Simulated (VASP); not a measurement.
Wanted: the native input for a VASP 6.6.1 run.

| Quantity | Value |
| --- | --- |
| Task | single point |
| Functional | LDA |
| Potentials or basis | VASP PAW LDA potentials, release 64 (Co_sv) |
| Cutoff | 600 eV |
| k mesh | 13 × 13 × 13 |
| Occupations | fermi-dirac, width 0.1 eV |
| Spin | no spin polarisation |
| Dipole correction | no |
| Second run | valence_matched |
| Further INCAR settings | ALGO = Normal; EDIFF = 1e-06; NBANDS = 24 |

The structure of Co lies in POSCAR:

```
Co
1.0
    0.0000000000      2.3312310714      2.3312310714
    2.3312310714      0.0000000000      2.3312310714
    2.3312310714      2.3312310714      0.0000000000
Co
2
Direct
    0.1250000000      0.1250000000      0.1250000000
    0.8750000000      0.8750000000      0.8750000000
```

This cell differs from its parent crystal: volume scaled by 0.92.

The input as run:

INCAR

```
SYSTEM = Co
  PREC = Accurate
  ENCUT = 600
  EDIFF = 1E-6
  ISMEAR = -1
  SIGMA = 0.1
  LREAL = .False.
  LASPH = .True.
  NELM = 120
  ALGO = Normal
  ISIF = 2
  LWAVE = .False.
  LCHARG = .False.
  NBANDS = 24
  GGA_COMPAT = .False.
```

KPOINTS

```
regular mesh
0
Gamma
  13 13 13
  0 0 0
```

Potentials or basis: VASP PAW LDA potentials, release 64 (Co_sv).

Launch:

```bash
$ cat potpaw_LDA.64/Co_sv/POTCAR > POTCAR
$ mpirun -np 1 vasp_std > vasp.out
```

Results of the run:

```
Pressure               : 13.5 GPa
Band gap on the k mesh : zero (band 17 reaches 9.99 eV, above the bottom of band 18 at 8.93 eV)
```

Caveat: the run has no spin polarisation, though such a crystal can be magnetic.

It took 45 s on 1 thread of AMD EPYC 9R45 96-Core Processor (Zen 5), on a shared host, peak memory 0.14 GiB.
